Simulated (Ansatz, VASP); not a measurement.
## Two plane-wave programs on ZnSe

The input INCAR:

```
PREC = Accurate
ENCUT = 520
EDIFF = 1E-6
ISMEAR = 0
SIGMA = 0.05
LREAL = F
LASPH = T
NELM = 100
ALGO = Normal
ISIF = 2
LWAVE = F
LCHARG = F
GGA = PE
NBANDS = 16
```

Contents of KPOINTS:

```
regular mesh
0
Gamma
  10 10 10
```

The input POSCAR:

```
ZnSe
1.0
    0.0000000000      2.7638146316      2.9950310268
    2.9950310268      0.0000000000      2.9950310268
    2.9950310268      2.7638146316      0.0000000000
Zn Se
1 1
Direct
    0.0000000000      0.0000000000      0.0000000000
    0.7500000000      0.7500000000      0.7500000000
```

Input for Ansatz:

```yaml
crystal:
  lattice:
    - [0.0, 2.7638146316, 2.9950310268]
    - [2.9950310268, 0.0, 2.9950310268]
    - [2.9950310268, 2.7638146316, 0.0]
  atoms:
    - { symbol: Zn, position: [0.0, 0.0, 0.0] }
    - { symbol: Se, position: [0.75, 0.75, 0.75] }
basis:
  ecutwfc: 520.0
kpoints:
  mp_grid: { grid: [10, 10, 10] }
hamiltonian:
  xc: pbe
  pseudopotentials: { kind: paw, azcp: { folder: soft_1 } }
scf:
  occupations: { method: gaussian, width: 0.05 }
output:
  forces: true
  stress: true
  eigenvalues: true
```

Alike in both runs: task single point; functional PBE; k mesh 10 × 10 × 10; occupations gaussian, width 0.05 eV; no spin polarisation.

|  | VASP | Ansatz |
| --- | --- | --- |
| version | VASP 6.6.1 | Ansatz 0.2.0 |
| potentials or method | VASP PAW PBE potentials, release 64 (Zn, Se), cutoff 520 eV | scalar-relativistic, plane waves, PAW |
| valence electrons in the cell | 18 | 28 |

Ansatz gave:

| Item | Value |
| --- | --- |
| gap on the k mesh at the Fermi level (eV) | 0.78 |
| least direct gap on the mesh (eV) | 0.78 |
| pressure (GPa) | -2.7 |
| traceless stress, the component that is largest in VASP (GPa) | 1.65 |

Task: Estimate VASP's values.

Result: gap on the k mesh at the Fermi level (eV): 0.78; least direct gap on the mesh (eV): 0.78; pressure (GPa): -2.5; traceless stress, the component that is largest in VASP (GPa): 1.64.

The functional is the same, so the differences come from potentials, cutoffs and numerics. VASP's potentials hold 18 valence electrons a cell and Ansatz's 28, so a difference there can come from the potentials and not from the codes.
